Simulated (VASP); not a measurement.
# Y2C5 (F-43m) in VASP: notebook

Y2C5 is run at these levels: PBE; tasks: single point, relaxation of cell and atoms.

Everything below comes from runs of VASP 6.6.1. Logs are shortened: lines on timing, memory, paths and dates and some standing lists are left out, and cuts for length are marked.

### 1 The cell of the first run

Symmetry: F-43m, No. 216, cubic system. Conventional cell: a = 7.387 Å, b = 7.387 Å, c = 7.387 Å, α = 90.00°, β = 90.00°, γ = 90.00°. Y (site symmetry -43m) has 4 Y at 3.20 Å and 16 C at 3.20 to 3.25 Å within 4.2 Å. Within 3.0 Å of Y (site symmetry -43m) lie 4 C at 2.26 Å. Within 2.0 Å of C (site symmetry 3m) lie 3 C at 1.53 Å. C (site symmetry -43m) has 12 C at 3.02 Å and 10 Y at 3.20 to 3.69 Å within 4.0 Å.

### 2 Single point, PBE

Contents of INCAR:

```
ALGO = Normal
EDIFF = 1E-6
ENCUT = 520
GGA = PE
ISIF = 2
ISMEAR = 0
LASPH = T
LCHARG = F
LREAL = F
LWAVE = F
NBANDS = 30
NELM = 100
PREC = Accurate
SIGMA = 0.1
```

Contents of KPOINTS:

```
k-points
0
Gamma
  10 10 10
```

Contents of POSCAR:

```
Y2C5
1.0
    0.0000000000      3.6937015220      3.6937015220
    3.6937015220      0.0000000000      3.6937015220
    3.6937015220      3.6937015220      0.0000000000
Y C
2 5
Direct
    0.2500000000      0.2500000000      0.2500000000
    0.0000000000      0.0000000000      0.0000000000
    0.8229867539      0.5310397383      0.8229867539
    0.8229867539      0.8229867539      0.8229867539
    0.5310397383      0.8229867539      0.8229867539
    0.8229867539      0.8229867539      0.5310397383
    0.5000000000      0.5000000000      0.5000000000
```

Potentials or basis: VASP PAW PBE potentials, release 64 (Y_sv, C).

Command:

```sh
> cat potpaw_PBE.64/Y_sv/POTCAR potpaw_PBE.64/C/POTCAR > POTCAR
> mpirun -np 1 vasp_std > vasp.out
```

OUTCAR:

```text
EDIFF = 1E-6
   ENCUT = 520
   GGA = PE
   ISIF = 2
   ISMEAR = 0
   LASPH = T
   LREAL = F
   NELM = 100
   PREC = Accurate

 ion  position               nearest neighbor table
   1  0.250  0.250  0.250-   2 3.20   2 3.20   2 3.20   2 3.20   7 3.20   7 3.20   7 3.20   7 3.20

   2  0.000  0.000  0.000-   5 2.26   3 2.26   6 2.26   4 2.26   1 3.20   1 3.20   1 3.20   1 3.20

   3  0.823  0.531  0.823-   4 1.53   5 1.53   6 1.53   2 2.26
   4  0.823  0.823  0.823-   3 1.53   5 1.53   6 1.53   2 2.26
   5  0.531  0.823  0.823-   3 1.53   4 1.53   6 1.53   2 2.26
   6  0.823  0.823  0.531-   3 1.53   4 1.53   5 1.53   2 2.26
   7  0.500  0.500  0.500-   1 3.20   1 3.20   1 3.20   1 3.20

  LATTYP: Found a face centered cubic cell.
 ALAT       =     7.3874030440

  Lattice vectors:

 A1 = (   0.0000000000,   3.6937015220,   3.6937015220)
 A2 = (   3.6937015220,   0.0000000000,   3.6937015220)
 A3 = (   3.6937015220,   3.6937015220,   0.0000000000)

Analysis of symmetry for initial positions (statically):
=====================================================================
 Subroutine PRICEL returns:
 Original cell was already a primitive cell.

 Routine SETGRP: Setting up the symmetry group for a
 face centered cubic supercell.

 Subroutine GETGRP returns: Found 24 space group operations
 (whereof 24 operations were pure point group operations)
 out of a pool of 48 trial point group operations.

The static configuration has the point symmetry T_d .

Analysis of symmetry for dynamics (positions and initial velocities):
=====================================================================
 Subroutine PRICEL returns:
 Original cell was already a primitive cell.

 Routine SETGRP: Setting up the symmetry group for a
 face centered cubic supercell.

 Subroutine GETGRP returns: Found 24 space group operations
 (whereof 24 operations were pure point group operations)
 out of a pool of 48 trial point group operations.

The dynamic configuration has the point symmetry T_d .

 Subroutine INISYM returns: Found 24 space group operations
 (whereof 24 operations are pure point group operations),
 and found     1 'primitive' translations

----------------------------------------------------------------------------------------

                                     Primitive cell

  volume of cell :     100.7895

  direct lattice vectors                    reciprocal lattice vectors
     0.000000000  3.693701522  3.693701522    -0.135365567  0.135365567  0.135365567
     3.693701522  0.000000000  3.693701522     0.135365567 -0.135365567  0.135365567
     3.693701522  3.693701522  0.000000000     0.135365567  0.135365567 -0.135365567

  length of vectors
     5.223682788  5.223682788  5.223682788     0.234460039  0.234460039  0.234460039

  position of ions in fractional coordinates (direct lattice)
     0.250000000  0.250000000  0.250000000
     0.000000000  0.000000000  0.000000000
     0.822986754  0.531039738  0.822986754
     0.822986754  0.822986754  0.822986754
     0.531039738  0.822986754  0.822986754
     0.822986754  0.822986754  0.531039738
     0.500000000  0.500000000  0.500000000

  ion indices of the primitive-cell ions
   primitive index   ion index
                 1           1
                 2           2
                 3           3
                 4           4
                 5           5
                 6           6
                 7           7

----------------------------------------------------------------------------------------

 KPOINTS: k-points

Automatic generation of k-mesh.
 Grid dimensions read from file:
 generate k-points for:   10   10   10

 Generating k-lattice:

  Cartesian coordinates                     Fractional coordinates (reciprocal lattice)
    -0.013536557  0.013536557  0.013536557     0.100000000  0.000000000  0.000000000
     0.013536557 -0.013536557  0.013536557     0.000000000  0.100000000  0.000000000
     0.013536557  0.013536557 -0.013536557     0.000000000  0.000000000  0.100000000

  Length of vectors
     0.023446004  0.023446004  0.023446004

  Shift w.r.t. Gamma in fractional coordinates (k-lattice)
     0.000000000  0.000000000  0.000000000

 Subroutine IBZKPT returns following result:
 ===========================================

 Found     47 irreducible k-points:

 Following reciprocal coordinates:
            Coordinates               Weight
  0.000000  0.000000  0.000000      1.000000
  0.100000  0.000000  0.000000      8.000000
  0.200000  0.000000  0.000000      8.000000
  0.300000  0.000000  0.000000      8.000000
  0.400000  0.000000  0.000000      8.000000
  0.500000  0.000000  0.000000      4.000000
[... 16 lines left out ...]
  0.300000  0.300000  0.000000      6.000000
  0.400000  0.300000  0.000000     24.000000
 [... further k-points ...]
   k-points           NKPTS =     47   k-points in BZ     NKDIM =     47   number of bands    NBANDS=     30
   number of dos      NEDOS =    301   number of ions     NIONS =      7
   total plane-waves  NPLWV =  64000
   dimension x,y,z NGX =    40 NGY =   40 NGZ =   40
   dimension x,y,z NGXF=    80 NGYF=   80 NGZF=   80
   ions per type =               2   5
   NGX,Y,Z   is equivalent  to a cutoff of  12.73, 12.73, 12.73 a.u.
   NGXF,Y,Z  is equivalent  to a cutoff of  25.46, 25.46, 25.46 a.u.
 SYSTEM =  unknown system
   PREC   = accura    normal or accurate (medium, high low for compatibility)
   ISTART =      0    job   : 0-new  1-cont  2-samecut
   ICHARG =      2    charge: 1-file 2-atom 10-const
   ISPIN  =      1    spin polarized calculation?
   LNONCOLLINEAR =      F non collinear calculations
   LSORBIT =      F    spin-orbit coupling
   LASPH  =      T    aspherical Exc in radial PAW
   ENCUT  =  520.0 eV  38.22 Ry    6.18 a.u.   9.71  9.71  9.71*2*pi/ulx,y,z
   NELM   =    100;   NELMIN=  2; NELMDL= -5     # of ELM steps
   EDIFF  = 0.1E-05   stopping-criterion for ELM
   LREAL  =      F    real-space projection
   EDIFFG = 0.1E-04   stopping-criterion for IOM
   NSW    =      0    number of steps for IOM
   IBRION =     -1    ionic relax: 0-MD 1-quasi-New 2-CG
   NFREE  =      0    steps in history (QN), initial steepest desc. (CG)
   ISIF   =      2    stress and relaxation
   ISYM   =      2    0-nonsym 1-usesym 2-fastsym
   POTIM  = 0.5000    time-step for ionic-motion
   TEBEG  =    0.0;   TEEND  =   0.0 temperature during run
   PSTRESS=    0.0 pullay stress
   NELECT =      42.0000    total number of electrons
   NUPDOWN=      -1.0000    fix difference up-down
   EMIN   =  10.00;   EMAX   =-10.00  energy-range for DOS
   EFERMI =   0.00;   METHOD = LEGACY
   ISMEAR =     0;   SIGMA  =   0.10  broadening in eV -4-tet -1-fermi 0-gaus
   EFERMI_NEDOS =   21; number of points for ismear=-14 and -15
   IALGO  =     38    algorithm
   IMIX   =      4    mixing-type and parameters
     AMIX     =   0.40;   BMIX     =  1.00
     AMIX_MAG =   1.60;   BMIX_MAG =  1.00
  volume/ion in A,a.u.               =      14.40        97.17
  Fermi-wavevector in a.u.,A,eV,Ry     =   1.222793  2.310743 20.343726  1.495222
  Thomas-Fermi vector in A             =   2.357927
   LORBIT       =      0    0 simple, 1 ext, 2 COOP (PROOUT), +10 PAW based schemes
   GGA     = PE    functional components
   LHFCALC =     F    Hartree Fock is set to
   AEXX    =    0.0000 exact exchange contribution
   IVDW    =     0    specifies the selected vdW correction
   LEPSILON=     F    determine dielectric tensor
   LRPA    =     F    only Hartree local field effects (RPA)
 non-spin polarized calculation
 Gauss-broadening in eV      SIGMA  =   0.10
  energy-cutoff  :      520.00
  volume of cell :      100.79
 maximum number of plane-waves:      2737
   NGX = 19   NGY = 19   NGZ = 19

 number of electron      41.9999999 magnetization

 Free energy of the ion-electron system (eV)
  ---------------------------------------------------
  ext. energy  EPLUGINS =         0.00000000
  ---------------------------------------------------
  free energy    TOTEN  =       -47.58086916 eV

  energy without entropy =      -47.56628277  energy(sigma->0) =      -47.57357597

 E-fermi :   3.8193     XC(G=0): -10.3280

 val. band max:        3.7962892050   @ k =   0.4000   0.0000   0.0000
 cond. band min:       3.8242456920   @ k =  -0.3000   0.4000   0.2000
 fundamental gap:      0.0279564869
 Fermi energy:         3.8193064401

 k-point     1 :       0.0000    0.0000    0.0000
  band No.  band energies     occupation
      1     -39.9341      2.00000
      2     -37.3882      2.00000
      3     -19.8859      2.00000
      4     -19.8859      2.00000
      5     -19.8859      2.00000
      6     -17.6535      2.00000
[... 22 lines left out ...]
     29       9.0749      0.00000
     30       9.0752      0.00000

 k-point     2 :       0.1000    0.0000    0.0000
  band No.  band energies     occupation
      1     -39.9339      2.00000
      2     -37.3884      2.00000
      3     -19.8869      2.00000
      4     -19.8869      2.00000
      5     -19.8869      2.00000
      6     -17.6622      2.00000
[... 22 lines left out ...]
     29       8.8435      0.00000
     30       8.8436      0.00000

 k-point     3 :       0.2000    0.0000    0.0000
  band No.  band energies     occupation
      1     -39.9335      2.00000
      2     -37.3890      2.00000
      3     -19.8897      2.00000
      4     -19.8893      2.00000
      5     -19.8893      2.00000
      6     -17.6828      2.00000
[... 22 lines left out ...]
     29       8.4820      0.00000
     30       8.4820      0.00000

 k-point     4 :       0.3000    0.0000    0.0000
  band No.  band energies     occupation
      1     -39.9329      2.00000
      2     -37.3896      2.00000
      3     -19.8935      2.00000
      4     -19.8923      2.00000
      5     -19.8923      2.00000
      6     -17.7046      2.00000
[... 616 lines left out ...]
     29       7.8088      0.00000
     30       8.2108      0.00000

 k-point    23 :       0.3000    0.3000    0.0000
  band No.  band energies     occupation
      1     -39.9325      2.00000
      2     -37.3901      2.00000
      3     -19.9011      2.00000
      4     -19.9011      2.00000
      5     -19.8801      2.00000
      6     -17.7341      2.00000
[... 22 lines left out ...]
     29       7.5079      0.00000
     30       8.6964      0.00000

 k-point    24 :       0.4000    0.3000    0.0000
  band No.  band energies     occupation
      1     -39.9321      2.00000
      2     -37.3905      2.00000
      3     -19.9059      2.00000
      4     -19.9038      2.00000
      5     -19.8783      2.00000
      6     -17.7444      2.00000
[... 22 lines left out ...]
     29       7.3664      0.00000
     30       8.3647      0.00000

 [... further k-points ...]
[... 5 lines left out ...]
  --------------------------------------------------------------------------------------
  -------------------------------------------------------------------------------------
  Total        0.0677326      0.0677326      0.0677326      0.0000000      0.0000000      0.0000000
  in kB        1.0766959      1.0766959      1.0766959      0.0000000      0.0000000      0.0000000
  external PRESSURE =       1.0766959 kB  Pullay stress =       0.0000000 kB

 VOLUME and BASIS-vectors are now :
 -----------------------------------------------------------------------------
  energy-cutoff  :      520.00
  volume of cell :      100.79
      direct lattice vectors                 reciprocal lattice vectors
     0.000000000  3.693701522  3.693701522    -0.135365567  0.135365567  0.135365567
     3.693701522  0.000000000  3.693701522     0.135365567 -0.135365567  0.135365567
     3.693701522  3.693701522  0.000000000     0.135365567  0.135365567 -0.135365567

 POSITION                                       TOTAL-FORCE (eV/Angst)
 -----------------------------------------------------------------------------------
      1.84685      1.84685      1.84685        -0.000000     -0.000000     -0.000000
      0.00000      0.00000      0.00000        -0.000000      0.000000     -0.000000
      5.00137      6.07973      5.00137        -0.093944      0.093944     -0.093944
      6.07973      6.07973      6.07973         0.093944      0.093944      0.093944
      6.07973      5.00137      5.00137         0.093944     -0.093944     -0.093944
      5.00137      5.00137      6.07973        -0.093944     -0.093944      0.093944
      3.69370      3.69370      3.69370        -0.000000     -0.000000     -0.000000
 -----------------------------------------------------------------------------------
    total drift:                                0.000000      0.000000      0.000000

  FREE ENERGIE OF THE ION-ELECTRON SYSTEM (eV)
  ---------------------------------------------------
  free  energy   TOTEN  =       -47.5808691567 eV

  energy  without entropy=      -47.5662827734  energy(sigma->0) =      -47.57357597
```

It took 80 s on 1 thread of AMD EPYC 9R45 (Zen 5), shared host; peak memory 0.29 GiB.

Results:

| Quantity | Value |
| --- | --- |
| Free energy | -47.5809 eV |
| Pressure | 0.1 GPa |
| Largest force | 0.163 eV/Å |
| Band gap on the k mesh | zero (band 21 reaches 3.93 eV, above the bottom of band 22 at 3.78 eV) |

Forces on the atoms (eV/Å):
```
Y    0.000  0.000  0.000
Y    0.000  0.000  0.000
C   -0.094  0.094 -0.094
C    0.094  0.094  0.094
C    0.094 -0.094 -0.094
C   -0.094 -0.094  0.094
C    0.000  0.000  0.000
```

(Part 1 of 2 ends here.)
